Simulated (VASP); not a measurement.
# MoS2 (P1) in VASP: a series of runs, part 2 of 2

VASP 6.6.1. Earlier steps stand in the parts before.

## Step 3: Single point, PBE

The input, INCAR:

```
SYSTEM = MoS2
PREC = Accurate ; ENCUT = 520
EDIFF = 1E-7 ; ISMEAR = -1
SIGMA = 0.17 ; LREAL = Auto
LASPH = .True. ; NELM = 60
ALGO = Normal ; ISIF = 2
LWAVE = .False. ; LCHARG = .False.
GGA = PE ; NBANDS = 122
```

The input, KPOINTS:

```
Automatic mesh
0
Gamma
  2 2 1
  0 0 0
```

The input, POSCAR:

```
MoS2
1.0
   -3.1914850000     -5.5278130000      0.0000000000
    4.7872270000     -2.7639070000      0.0000000000
    0.0000000000      0.0000000000     12.7354460000
Mo S
8 16
Direct
    0.5053327970      0.3827606340      0.2545258329
    0.4924536738      0.6249878089      0.7419292579
    0.2647930260      0.8550843673      0.2690993311
    0.2465412570      0.1452892715      0.7570052906
    0.0192505077      0.3439648270      0.2497831642
    0.0149701228      0.6129178588      0.7602010954
    0.7611011066      0.8635150924      0.2634536710
    0.7393425130      0.1328745305      0.7478104811
    0.5389013741      0.3209782306      0.6281287675
    0.5216267846      0.6901623965      0.1340275009
    0.5136522181      0.3176397003      0.8876563883
    0.5110002208      0.6939402580      0.3871242515
    0.2342255576      0.8078220134      0.6328478798
    0.2922538395      0.2163515005      0.1368542570
    0.2938307166      0.7951276020      0.8802754140
    0.2685098916      0.1285598722      0.4079872821
    0.0119715100      0.2954960971      0.6443512069
    0.0319967985      0.6950406368      0.1441017456
    0.0168640575      0.2825271052      0.8969611272
    0.0682325655      0.5820829489      0.3952119148
    0.7625315946      0.7944073148      0.6448851497
    0.7780651890      0.2271426402      0.1258063518
    0.7497677441      0.7905563093      0.8839187886
    0.7702824348      0.1959265429      0.3788324335
```

Potentials or basis: VASP PAW PBE potentials, release 64 (Mo_sv, S).

Launch:

```bash
$ cat potpaw_PBE.64/Mo_sv/POTCAR potpaw_PBE.64/S/POTCAR > POTCAR
$ mpirun -np 1 vasp_std > vasp.out
```

OUTCAR:

```text
SYSTEM = MoS2
   PREC = Accurate
   ENCUT = 520
   EDIFF = 1E-7
   ISMEAR = -1
   LREAL = Auto
   LASPH = .True.
   NELM = 60
   ISIF = 2
   GGA = PE

 ion  position               nearest neighbor table
   1  0.505  0.383  0.255-  14 2.22  10 2.29  12 2.41  24 2.54  22 2.54  16 2.84   3 3.03   5 3.11
                             7 3.12   5 3.29   3 3.30   7 3.30
   2  0.492  0.625  0.742-   9 2.24  21 2.32  15 2.37  13 2.38  11 2.52  23 2.61   6 3.06   4 3.09
                             8 3.14   8 3.22   4 3.28   6 3.34
   3  0.265  0.855  0.269-  16 2.33  12 2.35  18 2.35  20 2.54  10 2.55  14 2.62   1 3.03   5 3.13
                             7 3.17   7 3.22   5 3.24   1 3.30
[... 726 lines left out ...]
  in kB       20.8436714      9.0374409    -10.8354108     -4.5264945    -35.6726137     36.1246004
  external PRESSURE =       6.3485672 kB  Pullay stress =       0.0000000 kB

 VOLUME and BASIS-vectors are now :
 -----------------------------------------------------------------------------
  energy-cutoff  :      520.00
  volume of cell :      449.36
      direct lattice vectors                 reciprocal lattice vectors
    -3.191485000 -5.527813000  0.000000000    -0.078333457 -0.135677518  0.000000000
     4.787227000 -2.763907000  0.000000000     0.156666886 -0.090451688  0.000000000
     0.000000000  0.000000000 12.735446000     0.000000000  0.000000000  0.078521004

 POSITION                                       TOTAL-FORCE (eV/Angst)
 -----------------------------------------------------------------------------------
      0.21960     -3.85130      3.24150        -2.753556     -1.379177      2.683828
      1.42030     -4.44960      9.44880         0.560641     -2.341288      4.443330
      3.24840     -3.82710      3.42710        -1.121329     -0.591084     -0.730248
     -0.09130     -1.76440      9.64080        -2.870637     -1.652435      2.180725
      1.58520     -1.05710      3.18110        -1.197159     -0.882880      1.800271
      2.88640     -1.77680      9.68150         1.928528     -0.312201      2.628589
[... 16 lines left out ...]
      1.39170     -6.32960     11.25710        -0.078901     -0.077027     -1.863579
     -1.52040     -4.79950      4.82460         0.376017      0.524223     -0.558238
 -----------------------------------------------------------------------------------
    total drift:                                0.004716     -0.006157     -0.001809

  FREE ENERGIE OF THE ION-ELECTRON SYSTEM (eV)
  ---------------------------------------------------
  free  energy   TOTEN  =      -167.8498037007 eV

  energy  without entropy=     -167.5462657769  energy(sigma->0) =     -167.69803474
```

stdout:

```text
POSCAR found type information on POSCAR MoS
 POSCAR found :  2 types and      24 ions
 scaLAPACK will be used
 LDA part: xc-table for (Slater+PW92), standard interpolation
 POSCAR, INCAR and KPOINTS ok, starting setup
 FFT: planning ... GRIDC
 FFT: planning ... GRID_SOFT
 FFT: planning ... GRID
 WAVECAR not read
 entering main loop
```

Run time: 7.3 min. Hardware: 1 thread of Intel Xeon Platinum 8259CL at 2.50GHz (Skylake/Cascade Lake), shared host; peak memory 0.5 GiB.

Results:

```
Free energy            : -167.8498 eV
Pressure               : 0.6 GPa
Largest force          : 5.846 eV/Å
Band gap on the k mesh : 0.46 eV (least direct gap 0.82 eV)
```

Forces on the atoms (eV/Å):
```
Mo  -2.754 -1.379  2.684
Mo   0.561 -2.341  4.443
Mo  -1.121 -0.591 -0.730
Mo  -2.871 -1.652  2.181
Mo  -1.197 -0.883  1.800
Mo   1.929 -0.312  2.629
Mo  -1.054 -0.313 -0.935
Mo  -0.807 -2.271  5.326
S   -0.246  3.138 -2.181
S    1.574 -0.571  0.437
S   -0.194  0.824 -2.315
S   -0.557 -0.858 -0.295
S   -0.269 -0.321 -0.339
S   -0.901  2.577 -0.858
S    1.289  1.558 -0.879
S    1.580 -0.521 -1.653
S    0.642  0.822 -2.445
S    1.050  0.700 -0.194
S    0.575  0.456 -2.273
S    3.444 -0.469 -0.536
S   -0.478  0.047 -2.300
S   -0.492  1.913  0.855
S   -0.079 -0.077 -1.864
S    0.376  0.524 -0.558
```

Caveat: the k points lie up to 0.57 Å⁻¹ apart; semilocal functionals underestimate gaps, and a narrow one can read as zero; forces of over 1 eV/Å act on the atoms, so gaps and moduli don't describe the material at rest. A k mesh can miss the band edges.

## Step 4: Single point, PBE

The input, INCAR:

```
  PREC = Accurate
  ENCUT = 520
  EDIFF = 1E-6
  ISMEAR = -1
  SIGMA = 0.17
  LREAL = Auto
  LASPH = True
  NELM = 80
  ALGO = Normal
  ISIF = 2
  LWAVE = False
  LCHARG = False
  GGA = PE
  NBANDS = 122
```

The input, KPOINTS:

```
Automatic mesh
0
Gamma
  2 2 1
```

The input, POSCAR:

```
MoS2
1.0
   -3.1914850000     -5.5278130000      0.0000000000
    4.7872270000     -2.7639070000      0.0000000000
    0.0000000000      0.0000000000     12.7354460000
Mo S
8 16
Direct
    0.5059976793      0.3660540859      0.2920274641
    0.5234203488      0.6160953286      0.7717044224
    0.2296509058      0.8789487988      0.2780664297
    0.2911008122      0.1338862510      0.7892695709
   -0.0245097521      0.4091256784      0.2812072699
    0.0325374832      0.6707312792      0.7762272322
    0.7691791608      0.8725769122      0.2927498574
    0.7813049116      0.1328165357      0.7836396150
    0.5756340973      0.2792070622      0.6348187570
    0.4976180064      0.7027952515      0.1596096438
    0.5357626433      0.3241079731      0.9109614222
    0.4995193590      0.7086166045      0.4056787646
    0.2868214381      0.8147903405      0.6592623454
    0.2783681222      0.2227401555      0.1717489910
    0.2762900433      0.7878413806      0.9042007638
    0.2452798861      0.1579425996      0.3970885668
    0.0643075925      0.3189396945      0.6734353866
   -0.0003011960      0.7241433793      0.1577329918
    0.0701519779      0.3347844138      0.8979661961
    0.0045277069      0.6621683302      0.3988709936
    0.7827667109      0.7726786752      0.6341591806
    0.7503335315      0.1812277151      0.1618160840
    0.7719181851      0.8314970878      0.8979583440
    0.7429824567      0.2119217171      0.4146144548
```

Launch:

```bash
$ cat potpaw_PBE.64/Mo_sv/POTCAR potpaw_PBE.64/S/POTCAR > POTCAR
$ mpirun -np 1 vasp_std > vasp.out
```

It took 6 min on 1 thread of Intel Xeon Platinum 8259CL at 2.50GHz (Skylake/Cascade Lake), shared host; peak memory 0.49 GiB.

Results (log left out):

* Free energy: -168.3085 eV
* Pressure: 3.6 GPa
* Largest force: 8.403 eV/Å
* Band gap on the k mesh: 0.59 eV (least direct gap 0.84 eV)

Forces in eV/Å, atoms in the order of the input:
```
Mo   0.206 -0.539 -0.794
Mo   0.240 -1.900  0.024
Mo  -4.311 -0.977 -0.756
Mo  -1.563 -2.687 -1.618
Mo  -7.539  1.463 -3.410
Mo  -1.303  1.406  0.213
Mo   1.794  1.784 -1.741
Mo   1.925 -2.075 -2.452
S    1.102  1.125  2.863
S   -0.206 -0.422  1.289
S   -1.137  0.078 -1.070
S    0.214  0.359 -0.020
S    0.272  0.037 -0.577
S    1.242  2.057 -1.890
S    0.468 -0.946  0.074
S    3.767 -1.322  2.716
S    0.226  1.570 -1.379
S    0.241  1.066 -1.173
S    1.089  2.533  1.241
S    3.810 -2.956  5.122
S    0.997 -0.273  2.436
S    1.250 -0.121  0.481
S   -2.051  1.321  0.623
S   -0.734 -0.580 -0.200
```

Stress tensor (GPa, compression positive):
```
 3.84 -2.06  0.21
-2.06  2.29 -3.27
 0.21 -3.27  4.64
```

Levels at points of the mesh, in eV from the valence-band top:
```csv
k point,band 101,band 102,band 103,band 104,band 105,band 106,band 107,band 108
"(0.00, 0.00, 0.00)",-0.77,-0.70,-0.59,0.00,0.84,1.13,1.31,1.36
"(0.50, 0.00, 0.00)",-0.67,-0.66,-0.45,-0.28,0.59,0.91,0.97,1.03
"(0.00, 0.50, 0.00)",-0.89,-0.82,-0.70,-0.61,0.86,1.19,1.21,1.30
"(0.50, 0.50, 0.00)",-1.01,-0.95,-0.90,-0.80,0.69,0.82,1.07,1.23
```

Caveat: the k points lie up to 0.57 Å⁻¹ apart; semilocal functionals underestimate gaps, and a narrow one can read as zero; forces of over 1 eV/Å act on the atoms, so gaps and moduli don't describe the material at rest. A k mesh can miss the band edges.

## Step 5: The runs side by side

| cell | gap on the mesh (eV) | pressure (GPa) | largest force (eV/Å) |
| --- | --- | --- | --- |
| as given, atomic positions A | 0.66 | 1.9 | 4.32 |
| as given, atomic positions B | 0.46 | 0.6 | 5.85 |
| as given, atomic positions C | 0.59 | 3.6 | 8.40 |

Alike in all rows: task single point; level PBE; potentials or basis VASP PAW PBE potentials, release 64 (Mo_sv, S); no spin polarisation; k mesh 2 × 2 × 1; cutoff (eV) 520; smearing fermi-dirac 0.17 eV.

Caveats: all runs use coarse meshes; semilocal functionals underestimate gaps, and a narrow one can read as zero; forces of over 1 eV/Å act on the atoms, so gaps and moduli don't describe the material at rest.

Absolute energies hang on the potentials; compare differences alone.
